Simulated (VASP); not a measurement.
Mg2CdSe3, 12 atoms in the cell. It takes space group P-3m1 (No. 164, trigonal). Conventional cell: a = 3.954 Å, b = 3.954 Å, c = 9.686 Å, α = 90.00°, β = 90.00°, γ = 120.00°. Within 3.6 Å of Mg (site symmetry 3m) lie 6 Se at 2.77 Å. Cd (site symmetry -3m) has 6 Se at 2.85 Å within 3.8 Å. Within 3.7 Å of Se (site symmetry -3m) lie 6 Mg at 2.77 Å. Se (site symmetry 3m) has 3 Mg at 2.77 Å and 3 Cd at 2.85 Å within 3.6 Å. 

- Program: VASP 6.6.1
- Task: single point
- Functional: PBE
- Potentials or basis: VASP PAW PBE potentials, release 64 (Mg, Cd, Se)
- Cutoff: 520 eV
- k mesh: 6 × 6 × 1
- Occupations: gaussian, width 0.1 eV
- Spin: no spin polarisation
- Dipole correction: no
- Further INCAR settings: ALGO = Normal; EDIFF = 1e-06; NBANDS = 46

Potentials or basis: VASP PAW PBE potentials, release 64 (Mg, Cd, Se).

The run is started by

```sh
$ cat potpaw_PBE.64/Mg/POTCAR potpaw_PBE.64/Cd/POTCAR potpaw_PBE.64/Se/POTCAR > POTCAR
$ mpirun -np 1 vasp_std > vasp.out
```

Hardware: 1 thread of AMD EPYC 9R45 (Zen 5) (shared host).

Task: Estimate the wall time of this run.

Result: Run time: 67 s on 1 thread of AMD EPYC 9R45 (Zen 5), on a shared host, peak memory 0.35 GiB. Counts: scf iterations 14, k points 7.
